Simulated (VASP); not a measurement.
Write the native input for VASP 6.6.1 that does the following.

```
Task                   : single point
Functional             : BLYP
Potentials or basis    : VASP PAW PBE potentials, release 64 (Ir)
Cutoff                 : 520 eV
k mesh                 : 15 × 15 × 4
Occupations            : fermi-dirac, width 0.1 eV
Spin                   : no spin polarisation
Dipole correction      : no
Further INCAR settings : ALGO = Normal; EDIFF = 1e-06; NBANDS = 26
```

The structure of Ir lies in POSCAR:

```
Ir
1.0
    2.8927964475      0.0000000000      0.0000000000
   -1.4463982237      2.5052352115      0.0000000000
    0.0000000000      0.0000000000      9.4527761648
Ir
4
Direct
    1.0000000000      1.0000000000      1.0000000000
    1.0000000000      1.0000000000      0.5000000000
    0.3333333333      0.6666666667      0.2500000000
    0.6666666667      0.3333333333      0.7500000000
```

This cell differs from its parent crystal: volume scaled by 1.12.

The input as run:

INCAR

```
SYSTEM = Ir
PREC = Accurate
ENCUT = 520
EDIFF = 1E-6
ISMEAR = -1
SIGMA = 0.1
LREAL = .FALSE.
LASPH = .TRUE.
NELM = 60
ALGO = Normal
ISIF = 2
LWAVE = .FALSE.
LCHARG = .TRUE.
GGA = B5
ALDAX = 1.0
AGGAX = 1.0
AGGAC = 1.0
ALDAC = 0.0
LELF = .TRUE.
LVHAR = .TRUE.
NBANDS = 26
```

KPOINTS

```
regular mesh
0
G
  15 15 4
  0 0 0
```

Potentials or basis: VASP PAW PBE potentials, release 64 (Ir).

Run with:

```sh
$ cat potpaw_PBE.64/Ir/POTCAR > POTCAR
$ mpirun -np 1 vasp_std > vasp.out
```

It gave:

The pressure is -22.9 GPa. The band gap on the k mesh is zero (band 18 reaches 8.63 eV, above the bottom of band 19 at 6.81 eV).

Caveat: the PAW data sets were made with another functional, which shifts forces and pressure a little; spin-orbit coupling is left out, which moves the levels of the heavy elements.

Wall time 78 s on 1 thread of Intel(R) Xeon(R) 6975P-C (Granite Rapids) (shared host), peak memory 0.25 GiB.
